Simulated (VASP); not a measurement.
# AlCo (Fm-3m) in VASP: notebook

AlCo is run at these levels: PBE; tasks: single point, relaxation of cell and atoms.

All numbers are computed with VASP 6.6.1; they aren't measurements. Logs are shortened: lines on timing, memory, paths and dates and some standing lists are left out, and cuts for length are marked.

## 1. The cell of the first run

The structure is cubic, space group Fm-3m (No. 225). The conventional cell has a = 4.788 Å, b = 4.788 Å, c = 4.788 Å, α = 90.00°, β = 90.00°, γ = 90.00°. Within 3.2 Å of Al (site symmetry m-3m) lie 6 Co at 2.39 Å. Within 3.2 Å of Co (site symmetry m-3m) lie 6 Al at 2.39 Å.

## 2. Single point, PBE

Input file INCAR:

```
PREC     = Accurate       # precision mode
ENCUT    = 520            # plane-wave cutoff, eV
EDIFF    = 1E-6           # SCF threshold, eV
ISMEAR   = 0              # smearing method
SIGMA    = 0.1            # smearing width, eV
LREAL    = F              # projectors in reciprocal space
LASPH    = T              # aspherical terms in the spheres
NELM     = 60             # most SCF steps
ALGO     = Normal         # electronic algorithm
ISIF     = 2              # what is computed and relaxed
LWAVE    = F              # write WAVECAR
LCHARG   = T              # write CHGCAR
GGA      = PE             # functional
LELF     = T              # ELF
LVHAR    = T            
NBANDS   = 13             # bands
```

Input file KPOINTS:

```
regular mesh
0
Gamma
  6 6 6
```

Input file POSCAR:

```
AlCo
1.0
    0.0000000000      2.3940203037      2.3940203037
    2.3940203037      0.0000000000      2.3940203037
    2.3940203037      2.3940203037      0.0000000000
Al Co
1 1
Direct
    0.0000000000      0.0000000000      0.0000000000
    0.5000000000      0.5000000000      0.5000000000
```

Potentials or basis: VASP PAW PBE potentials, release 64 (Al, Co).

The run is started by

```console
$ cat potpaw_PBE.64/Al/POTCAR potpaw_PBE.64/Co/POTCAR > POTCAR
$ mpirun -np 1 vasp_std > vasp.out
```

OUTCAR:

```text
PREC = Accurate
   ENCUT = 520
   EDIFF = 1E-6
   ISMEAR = 0
   LREAL = F
   LASPH = T
   NELM = 60
   ISIF = 2
   GGA = PE

 ion  position               nearest neighbor table
   1  0.000  0.000  0.000-   2 2.39   2 2.39   2 2.39   2 2.39   2 2.39   2 2.39
   2  0.500  0.500  0.500-   1 2.39   1 2.39   1 2.39   1 2.39   1 2.39   1 2.39

  LATTYP: Found a face centered cubic cell.
 ALAT       =     4.7880406074

  Lattice vectors:

 A1 = (   0.0000000000,   2.3940203037,   2.3940203037)
 A2 = (   2.3940203037,   0.0000000000,   2.3940203037)
 A3 = (   2.3940203037,   2.3940203037,   0.0000000000)

Analysis of symmetry for initial positions (statically):
=====================================================================
 Subroutine PRICEL returns:
 Original cell was already a primitive cell.

 Routine SETGRP: Setting up the symmetry group for a
 face centered cubic supercell.

 Subroutine GETGRP returns: Found 48 space group operations
 (whereof 48 operations were pure point group operations)
 out of a pool of 48 trial point group operations.

The static configuration has the point symmetry O_h .

Analysis of symmetry for dynamics (positions and initial velocities):
=====================================================================
 Subroutine PRICEL returns:
 Original cell was already a primitive cell.

 Routine SETGRP: Setting up the symmetry group for a
 face centered cubic supercell.

 Subroutine GETGRP returns: Found 48 space group operations
 (whereof 48 operations were pure point group operations)
 out of a pool of 48 trial point group operations.

The dynamic configuration has the point symmetry O_h .

 Subroutine INISYM returns: Found 48 space group operations
 (whereof 48 operations are pure point group operations),
 and found     1 'primitive' translations

----------------------------------------------------------------------------------------

                                     Primitive cell

  volume of cell :      27.4419

  direct lattice vectors                    reciprocal lattice vectors
     0.000000000  2.394020304  2.394020304    -0.208853701  0.208853701  0.208853701
     2.394020304  0.000000000  2.394020304     0.208853701 -0.208853701  0.208853701
     2.394020304  2.394020304  0.000000000     0.208853701  0.208853701 -0.208853701

  length of vectors
     3.385655982  3.385655982  3.385655982     0.361745221  0.361745221  0.361745221

  position of ions in fractional coordinates (direct lattice)
     0.000000000  0.000000000  0.000000000
     0.500000000  0.500000000  0.500000000

  ion indices of the primitive-cell ions
   primitive index   ion index
                 1           1
                 2           2

----------------------------------------------------------------------------------------

 KPOINTS: regular mesh

Automatic generation of k-mesh.
 Grid dimensions read from file:
 generate k-points for:    6    6    6

 Generating k-lattice:

  Cartesian coordinates                     Fractional coordinates (reciprocal lattice)
    -0.034808950  0.034808950  0.034808950     0.166666667  0.000000000  0.000000000
     0.034808950 -0.034808950  0.034808950     0.000000000  0.166666667  0.000000000
     0.034808950  0.034808950 -0.034808950     0.000000000  0.000000000  0.166666667

  Length of vectors
     0.060290870  0.060290870  0.060290870

  Shift w.r.t. Gamma in fractional coordinates (k-lattice)
     0.000000000  0.000000000  0.000000000

 Subroutine IBZKPT returns following result:
 ===========================================

 Found     16 irreducible k-points:

 Following reciprocal coordinates:
            Coordinates               Weight
  0.000000  0.000000  0.000000      1.000000
  0.166667  0.000000  0.000000      8.000000
  0.333333  0.000000  0.000000      8.000000
  0.500000  0.000000  0.000000      4.000000
  0.166667  0.166667  0.000000      6.000000
  0.333333  0.166667  0.000000     24.000000
[... 8 lines left out ...]
 -0.333333  0.333333  0.166667     24.000000
 -0.333333  0.500000  0.166667     12.000000
   k-points           NKPTS =     16   k-points in BZ     NKDIM =     16   number of bands    NBANDS=     13
   number of dos      NEDOS =    301   number of ions     NIONS =      2
   total plane-waves  NPLWV =  21952
   dimension x,y,z NGX =    28 NGY =   28 NGZ =   28
   dimension x,y,z NGXF=    56 NGYF=   56 NGZF=   56
   ions per type =               1   1
   NGX,Y,Z   is equivalent  to a cutoff of  13.75, 13.75, 13.75 a.u.
   NGXF,Y,Z  is equivalent  to a cutoff of  27.50, 27.50, 27.50 a.u.
 SYSTEM =  unknown system
   PREC   = accura    normal or accurate (medium, high low for compatibility)
   ISTART =      0    job   : 0-new  1-cont  2-samecut
   ICHARG =      2    charge: 1-file 2-atom 10-const
   ISPIN  =      1    spin polarized calculation?
   LNONCOLLINEAR =      F non collinear calculations
   LSORBIT =      F    spin-orbit coupling
   LASPH  =      T    aspherical Exc in radial PAW
   ENCUT  =  520.0 eV  38.22 Ry    6.18 a.u.   6.30  6.30  6.30*2*pi/ulx,y,z
   NELM   =     60;   NELMIN=  2; NELMDL= -5     # of ELM steps
   EDIFF  = 0.1E-05   stopping-criterion for ELM
   LREAL  =      F    real-space projection
   EDIFFG = 0.1E-04   stopping-criterion for IOM
   NSW    =      0    number of steps for IOM
   IBRION =     -1    ionic relax: 0-MD 1-quasi-New 2-CG
   NFREE  =      0    steps in history (QN), initial steepest desc. (CG)
   ISIF   =      2    stress and relaxation
   ISYM   =      2    0-nonsym 1-usesym 2-fastsym
   POTIM  = 0.5000    time-step for ionic-motion
   TEBEG  =    0.0;   TEEND  =   0.0 temperature during run
   PSTRESS=    0.0 pullay stress
   NELECT =      12.0000    total number of electrons
   NUPDOWN=      -1.0000    fix difference up-down
   EMIN   =  10.00;   EMAX   =-10.00  energy-range for DOS
   EFERMI =   0.00;   METHOD = LEGACY
   ISMEAR =     0;   SIGMA  =   0.10  broadening in eV -4-tet -1-fermi 0-gaus
   EFERMI_NEDOS =   21; number of points for ismear=-14 and -15
   IALGO  =     38    algorithm
   IMIX   =      4    mixing-type and parameters
     AMIX     =   0.40;   BMIX     =  1.00
     AMIX_MAG =   1.60;   BMIX_MAG =  1.00
  volume/ion in A,a.u.               =      13.72        92.59
  Fermi-wavevector in a.u.,A,eV,Ry     =   1.242598  2.348170 21.008083  1.544051
  Thomas-Fermi vector in A             =   2.376946
   LORBIT       =      0    0 simple, 1 ext, 2 COOP (PROOUT), +10 PAW based schemes
   GGA     = PE    functional components
   LHFCALC =     F    Hartree Fock is set to
   AEXX    =    0.0000 exact exchange contribution
   IVDW    =     0    specifies the selected vdW correction
   LEPSILON=     F    determine dielectric tensor
   LRPA    =     F    only Hartree local field effects (RPA)
 non-spin polarized calculation
 Gauss-broadening in eV      SIGMA  =   0.10
  energy-cutoff  :      520.00
  volume of cell :       27.44
 maximum number of plane-waves:       754
 NGX is ok and might be reduce to    28
   NGX = 13   NGY = 13   NGZ = 13

 number of electron      12.0000004 magnetization

 Free energy of the ion-electron system (eV)
  ---------------------------------------------------
  ext. energy  EPLUGINS =         0.00000000
  ---------------------------------------------------
  free energy    TOTEN  =       -10.32300832 eV

  energy without entropy =      -10.30894577  energy(sigma->0) =      -10.31597705

 E-fermi :   8.3178     XC(G=0): -11.3785

 val. band max:        8.2869675872   @ k =  -0.3333   0.3333   0.1667
 cond. band min:       8.3622100938   @ k =  -0.3333   0.5000   0.1667
 fundamental gap:      0.0752425066
 Fermi energy:         8.3177914297

 k-point     1 :       0.0000    0.0000    0.0000
  band No.  band energies     occupation
      1      -1.4498      2.00000
      2       6.9056      2.00000
      3       6.9056      2.00000
      4       6.9056      2.00000
      5       7.0490      2.00000
      6       7.0490      2.00000
      7      15.5878      0.00000
      8      15.5878      0.00000
      9      15.5878      0.00000
     10      19.4879      0.00000
     11      19.4879      0.00000
     12      19.4879      0.00000
     13      20.0586      0.00000

 k-point     2 :       0.1667    0.0000    0.0000
  band No.  band energies     occupation
      1      -0.8953      2.00000
      2       6.6307      2.00000
      3       6.8437      2.00000
      4       6.8437      2.00000
      5       7.1339      2.00000
      6       7.1339      2.00000
      7      12.8303      0.00000
      8      15.5009      0.00000
      9      15.5009      0.00000
     10      18.3240      0.00000
     11      19.9087      0.00000
     12      19.9087      0.00000
     13      21.3860      0.00000

 k-point     3 :       0.3333    0.0000    0.0000
  band No.  band energies     occupation
      1       0.7150      2.00000
      2       5.5438      2.00000
      3       6.5450      2.00000
      4       6.5450      2.00000
      5       7.5462      2.00000
      6       7.5462      2.00000
      7       9.5360      0.00000
      8      15.4555      0.00000
      9      15.4555      0.00000
     10      17.5916      0.00000
     11      18.0185      0.00000
     12      18.0185      0.00000
     13      22.2023      0.00000

 k-point     4 :       0.5000    0.0000    0.0000
  band No.  band energies     occupation
      1       3.1512      2.00000
      2       3.1519      2.00000
      3       6.4027      2.00000
      4       6.4027      2.00000
      5       7.7839      2.00000
      6       7.7839      2.00000
      7       8.4832      0.01930
      8      15.5259      0.00000
      9      15.5259      0.00000
     10      17.0325      0.00000
     11      17.0325      0.00000
     12      17.2312      0.00000
     13      22.0011      0.00000

 k-point     5 :       0.1667    0.1667    0.0000
  band No.  band energies     occupation
      1      -0.7148      2.00000
      2       6.6383      2.00000
      3       6.6723      2.00000
      4       7.0489      2.00000
      5       7.0489      2.00000
      6       7.1439      2.00000
      7      13.8440      0.00000
      8      13.8440      0.00000
      9      15.2234      0.00000
     10      17.1110      0.00000
     11      17.7083      0.00000
     12      21.3516      0.00000
     13      21.3516      0.00000
[... 129 lines left out ...]
 k-point    14 :       0.5000    0.3333    0.1667
  band No.  band energies     occupation
      1       2.0164      2.00000
      2       5.6597      2.00000
      3       5.8584      2.00000
      4       6.7776      2.00000
      5       7.5954      2.00000
      6       7.9148      2.00000
      7       9.9096      0.00000
      8      10.3543      0.00000
      9      12.4887      0.00000
     10      17.9542      0.00000
     11      18.2272      0.00000
     12      19.9478      0.00000
     13      24.1159      0.00000

 k-point    15 :      -0.3333    0.3333    0.1667
  band No.  band energies     occupation
      1       3.8080      2.00000
      2       4.4778      2.00000
      3       5.7615      2.00000
      4       6.6397      2.00000
      5       7.7992      2.00000
      6       8.2821      1.38618
      7       8.2870      1.33710
      8      10.4273      0.00000
      9      11.2365      0.00000
     10      18.2455      0.00000
     11      19.0595      0.00000
     12      21.7948      0.00000
     13      22.1981      0.00000

 k-point    16 :      -0.3333    0.5000    0.1667
  band No.  band energies     occupation
      1       3.9233      2.00000
      2       5.1898      2.00000
      3       5.6404      2.00000
      4       6.7037      2.00000
      5       7.9784      2.00000
      6       8.3622      0.52989
      7       8.5472      0.00118
      8       9.4389      0.00000
      9      10.0609      0.00000
     10      17.7340      0.00000
     11      17.8695      0.00000
     12      22.5470      0.00000
     13      23.2737      0.00000

------------------------ aborting loop because EDIFF is reached ----------------------------------------

  FORCE on cell =-STRESS in cart. coord.  units (eV):
  Direction    XX          YY          ZZ          XY          YZ          ZX
  --------------------------------------------------------------------------------------
  -------------------------------------------------------------------------------------
  Total        0.0129756      0.0129756      0.0129756     -0.0000000     -0.0000000      0.0000000
  in kB        0.7575759      0.7575759      0.7575759     -0.0000000     -0.0000000      0.0000000
  external PRESSURE =       0.7575759 kB  Pullay stress =       0.0000000 kB

 VOLUME and BASIS-vectors are now :
 -----------------------------------------------------------------------------
  energy-cutoff  :      520.00
  volume of cell :       27.44
      direct lattice vectors                 reciprocal lattice vectors
     0.000000000  2.394020304  2.394020304    -0.208853701  0.208853701  0.208853701
     2.394020304  0.000000000  2.394020304     0.208853701 -0.208853701  0.208853701
     2.394020304  2.394020304  0.000000000     0.208853701  0.208853701 -0.208853701

 POSITION                                       TOTAL-FORCE (eV/Angst)
 -----------------------------------------------------------------------------------
      0.00000      0.00000      0.00000         0.000000      0.000000      0.000000
      2.39402      2.39402      2.39402        -0.000000     -0.000000     -0.000000
 -----------------------------------------------------------------------------------
    total drift:                                0.000000      0.000000      0.000000

  FREE ENERGIE OF THE ION-ELECTRON SYSTEM (eV)
  ---------------------------------------------------
  free  energy   TOTEN  =       -10.3230083208 eV

  energy  without entropy=      -10.3089457732  energy(sigma->0) =      -10.31597705
```

It took 11 s on 1 thread of AMD EPYC 7R13, shared host; peak memory 0.12 GiB.

What came out:

```yaml
Free_energy: -10.3230 eV
Pressure: 0.1 GPa
Band_gap_on_the_k_mesh: zero (bands 6 and 7 overlap by 0.08 eV)
```

Caveat: the k points lie up to 0.38 Å⁻¹ apart; the run has no spin polarisation, though such a crystal can be magnetic. Spin polarisation is off, so any magnetic state and its effect on volume and gap are missing.

## 3. Relaxation of cell and atoms, PBE

This run uses another cell than the first one, of 11.30 Å³/atom.

Input file INCAR:

```
SYSTEM = AlCo
PREC = Accurate
ENCUT = 600
EDIFF = 1E-7
ISMEAR = 0
SIGMA = 0.1
LREAL = .False.
LASPH = .True.
NELM = 60
ALGO = Normal
ISIF = 3
LWAVE = .False.
LCHARG = .False.
GGA = PE
IBRION = 2
NSW = 90
EDIFFG = -0.04
```

Input file KPOINTS:

```
regular mesh
0
Gamma
  6 6 6
  0 0 0
```

Input file POSCAR:

```
AlCo
1.0
    0.0000000000      2.2442726703      2.2442726703
    2.2442726703      0.0000000000      2.2442726703
    2.2442726703      2.2442726703      0.0000000000
Al Co
1 1
Direct
    0.0000000000      0.0000000000      0.0000000000
    0.5000000000      0.5000000000      0.5000000000
```

Potentials or basis: VASP PAW PBE potentials, release 64 (Al, Co).

The run is started by

```console
$ cat potpaw_PBE.64/Al/POTCAR potpaw_PBE.64/Co/POTCAR > POTCAR
$ mpirun -np 1 vasp_std > vasp.out
```

It took 31 s on 1 thread of AMD EPYC 7R13, shared host; peak memory 0.13 GiB.

The run converged. Its results:

* Free energy: -10.3219 eV
* Relaxed volume: 13.75 Å³/atom
* Relaxed cell: a = 3.388 Å, b = 3.388 Å, c = 3.388 Å, α = 60.00°, β = 60.00°, γ = 60.00°
* Space group after relaxing (to 0.1 Å): Fm-3m (No. 225)
* Energy gained by relaxing: 225.2 meV/atom
* Ionic steps: 3
* Pressure after relaxing: -0.2 GPa
* Band gap on the k mesh: zero (bands 6 and 7 overlap by 0.08 eV)

Step by step:
```tsv
step	energy change (eV)	largest force (eV/Å)	pressure (GPa)	volume (Å³)
1	0.0000	0.0000	35.15	22.61
2	-0.2560	0.0000	-12.83	31.73
3	-0.4503	0.0000	-0.16	27.50
```

Final structure:
```xyz
2
Lattice="0.0000 2.3956 2.3956 2.3956 0.0000 2.3956 2.3956 2.3956 0.0000" Properties=species:S:1:pos:R:3 pbc="T T T"
Al    0.0000    0.0000    0.0000
Co    2.3956    2.3956    2.3956
```

Levels at points of the mesh, in eV from the Fermi level:
```csv
k point,band 4,band 5,band 6,band 7,band 8,band 9
"(0.00, 0.00, 0.00)",-1.41,-1.26,-1.26,7.26,7.26,7.26
"(0.50, 0.00, 0.00)",-1.91,-0.53,-0.53,0.16,7.20,7.20
"(0.50, 0.50, 0.00)",-0.88,-0.34,-0.34,0.67,2.05,2.05
```

Caveat: the k points lie up to 0.38 Å⁻¹ apart in the final cell; the volume moved by over 15 % at a fixed basis, so the end points are rough; the run has no spin polarisation, though such a crystal can be magnetic. Spin polarisation is off, so any magnetic state and its effect on volume and gap are missing.
